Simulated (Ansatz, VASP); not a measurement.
# Ba2B5: VASP beside Ansatz

INCAR

```
SYSTEM = Ba2B5
ALGO     = Normal         ! electronic algorithm
EDIFF    = 1E-6           ! SCF threshold, eV
ENCUT    = 520            ! plane-wave cutoff, eV
GGA      = PE             ! functional
ISIF     = 2              ! what is computed and relaxed
ISMEAR   = 0              ! smearing method
LASPH    = .TRUE.         ! aspherical terms in the spheres
LCHARG   = .TRUE.         ! write CHGCAR
LELF     = .TRUE.         ! ELF
LREAL    = .FALSE.        ! projectors in reciprocal space
LVHAR    = .TRUE.       
LWAVE    = .FALSE.        ! write WAVECAR
NBANDS   = 26             ! bands
NELM     = 80             ! most SCF steps
PREC     = Accurate       ! precision mode
SIGMA    = 0.1            ! smearing width, eV
```

KPOINTS

```
k-points
0
G
  6 6 2
  0 0 0
```

The input POSCAR:

```
Ba2B5
1.0
    4.0834656100      0.0000000000      0.0000000000
   -2.0417328000      3.5363849500      0.0000000000
    0.0000000000      0.0000000000      7.9137756200
Ba B
2 5
Direct
    0.0000000000      0.0000000000      0.7234969600
    0.0000000000      0.0000000000      0.2765030400
    0.5000000000      0.0000000000      0.5000000000
    0.0000000000      0.5000000000      0.5000000000
    0.5000000000      0.5000000000      0.5000000000
    0.0000000000      0.0000000000      0.0000000000
    0.0000000000      0.0000000000      0.5000000000
```

Input for Ansatz:

```yaml
crystal:
  lattice:
    - [4.08346561, 0.0, 0.0]
    - [-2.0417328, 3.53638495, 0.0]
    - [0.0, 0.0, 7.91377562]
  atoms:
    - { symbol: Ba, position: [0.0, 0.0, 0.72349696] }
    - { symbol: Ba, position: [0.0, 0.0, 0.27650304] }
    - { symbol: B, position: [0.5, 0.0, 0.5] }
    - { symbol: B, position: [0.0, 0.5, 0.5] }
    - { symbol: B, position: [0.5, 0.5, 0.5] }
    - { symbol: B, position: [0.0, 0.0, 0.0] }
    - { symbol: B, position: [0.0, 0.0, 0.5] }
basis:
  ecutwfc: 420
kpoints:
  mp_grid: { grid: [6, 6, 2] }
hamiltonian:
  xc: pbe
scf:
  occupations: { method: gaussian, width: 0.1 }
  lower_state_search: "off"
output:
  forces: true
  stress: true
  eigenvalues: true
```

Alike in both runs: task single point; functional PBE; k mesh 6 × 6 × 2; occupations gaussian, width 0.1 eV; no spin polarisation.

|  | VASP | Ansatz |
| --- | --- | --- |
| version | VASP 6.6.1 | Ansatz 0.2.0 |
| potentials or method | VASP PAW PBE potentials, release 64 (Ba_sv, B), cutoff 520 eV | scalar-relativistic, plane waves, PAW |
| valence electrons in the cell | 35 | 35 |

VASP gave:

```
gap on the k mesh at the Fermi level (eV) : none
rms of the force components (eV/Å)        : 5.098
```

**Question.** Estimate Ansatz's values.

**Answer.** gap on the k mesh at the Fermi level (eV): none; rms of the force components (eV/Å): 4.468.

Atom by atom the forces differ by 0.630 eV/Å (rms over components). A gap of «none» marks a metal or a gap that the smearing closes.

The k mesh is coarse, so the values compare programs but aren't converged. Spin-orbit coupling is off throughout.
